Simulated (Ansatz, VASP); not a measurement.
One calculation of Si, two programs

INCAR

```
SYSTEM = Si
PREC = Accurate ; ENCUT = 520
EDIFF = 1E-7 ; ISMEAR = -1
SIGMA = 0.02 ; LREAL = .FALSE.
LASPH = .TRUE. ; NELM = 60
ALGO = Normal ; ISIF = 2
LWAVE = .FALSE. ; LCHARG = .TRUE.
GGA = CA ; LELF = .TRUE.
LVHAR = .TRUE. ; NBANDS = 26
```

Contents of KPOINTS:

```
Automatic mesh
0
G
  8 8 8
  0 0 0
```

File POSCAR:

```
Si
1.0
   -3.3278250000      3.3278250000      3.3278250000
    3.3278250000     -3.3278250000      3.3278250000
    3.3278250000      3.3278250000     -3.3278250000
Si
8
Direct
    0.7031140000      0.7031140000      0.7031140000
    0.5000000000      0.0000000000      0.7968860000
    0.0000000000      0.7968860000      0.5000000000
    0.7968860000      0.5000000000      0.0000000000
    0.2968860000      0.2968860000      0.2968860000
    0.5000000000      0.0000000000      0.2031140000
    0.0000000000      0.2031140000      0.5000000000
    0.2031140000      0.5000000000      0.0000000000
```

Input for Ansatz:

```yaml
crystal:
  lattice:
    - [-3.327825, 3.327825, 3.327825]
    - [3.327825, -3.327825, 3.327825]
    - [3.327825, 3.327825, -3.327825]
  atoms:
    - { symbol: Si, position: [0.703114, 0.703114, 0.703114] }
    - { symbol: Si, position: [0.5, 0.0, 0.796886] }
    - { symbol: Si, position: [0.0, 0.796886, 0.5] }
    - { symbol: Si, position: [0.796886, 0.5, 0.0] }
    - { symbol: Si, position: [0.296886, 0.296886, 0.296886] }
    - { symbol: Si, position: [0.5, 0.0, 0.203114] }
    - { symbol: Si, position: [0.0, 0.203114, 0.5] }
    - { symbol: Si, position: [0.203114, 0.5, 0.0] }
hamiltonian:
  xc: lda
  pseudopotentials: { kind: paw }
kpoints:
  mp_grid: { grid: [8, 8, 8] }
scf:
  occupations: { method: fermi_dirac, width: 0.02 }
  convergence: { dr2_threshold: 1.0e-09 }
basis:
  ecutwfc: 600
output:
  eigenvalues: true
  forces: true
  stress: true
```

Alike in both runs: task single point; functional LDA; k mesh 8 × 8 × 8; occupations fermi-dirac, width 0.02 eV; no spin polarisation.

|  | VASP | Ansatz |
| --- | --- | --- |
| version | VASP 6.6.1 | Ansatz 0.2.0 |
| potentials or method | VASP PAW LDA potentials, release 64 (Si), cutoff 520 eV | scalar-relativistic, plane waves, PAW |
| valence electrons in the cell | 32 | 32 |

Ansatz gave:

| Property | Result |
| --- | --- |
| gap on the k mesh at the Fermi level (eV) | none |
| pressure (GPa) | -3.6 |
| rms of the force components (eV/Å) | 0.040 |

Question: Which values does VASP return?

Answer: gap on the k mesh at the Fermi level (eV): none; pressure (GPa): -3.5; rms of the force components (eV/Å): 0.036.

LDA's correlation is that of Perdew and Zunger in VASP and of Perdew and Wang (1992) in Ansatz. Atom by atom the forces differ by 0.005 eV/Å (rms over components). A gap of «none» marks a metal or a gap that the smearing closes. Ansatz's warnings: stress scf threshold loose.
